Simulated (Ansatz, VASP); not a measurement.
## Two plane-wave programs on HfZrP4

```
Zr Hf P
1.0
     0.00000    3.63747    3.63747
     3.63747    0.00000    3.63747
     3.63747    3.63747    0.00000
Zr Hf P
1 1 4
Direct
  0.75000 0.75000 0.75000
  0.00000 0.00000 0.00000
  0.87430 0.37523 0.37523
  0.37523 0.37523 0.37523
  0.37523 0.87430 0.37523
  0.37523 0.37523 0.87430
```

Change from the starting cell: species swapped into the HfZrW4 type (F-43m, No. 216).

Alike in both runs: functional PBE; k mesh 4 × 4 × 4; occupations gaussian, width 0.1 eV; no spin polarisation.

Ansatz relaxed the structure, and its values are those at the end. VASP's run is a single point on that final structure, the one shown.

|  | VASP | Ansatz |
| --- | --- | --- |
| version | VASP 6.6.1 | Ansatz 0.2.0 |
| potentials or method | VASP PAW PBE potentials, release 64 (Zr_sv, Hf_pv, P), cutoff 520 eV | scalar-relativistic, plane waves, PAW |
| valence electrons in the cell | 42 | 58 |

|  | VASP | Ansatz | Ansatz less VASP |
| --- | --- | --- | --- |
| gap on the k mesh at the Fermi level (eV) | none | none | - |
| pressure (GPa) | -0.4 | 0.0 | +0.34 |

A gap of «none» marks a metal or a gap that the smearing closes. The functional is the same, so the differences come from potentials, cutoffs and numerics. VASP's potentials hold 42 valence electrons a cell and Ansatz's 58, so a difference there can come from the potentials and not from the codes.

The k mesh is coarse, so the values compare programs but aren't converged. Neither program's run includes spin-orbit coupling.
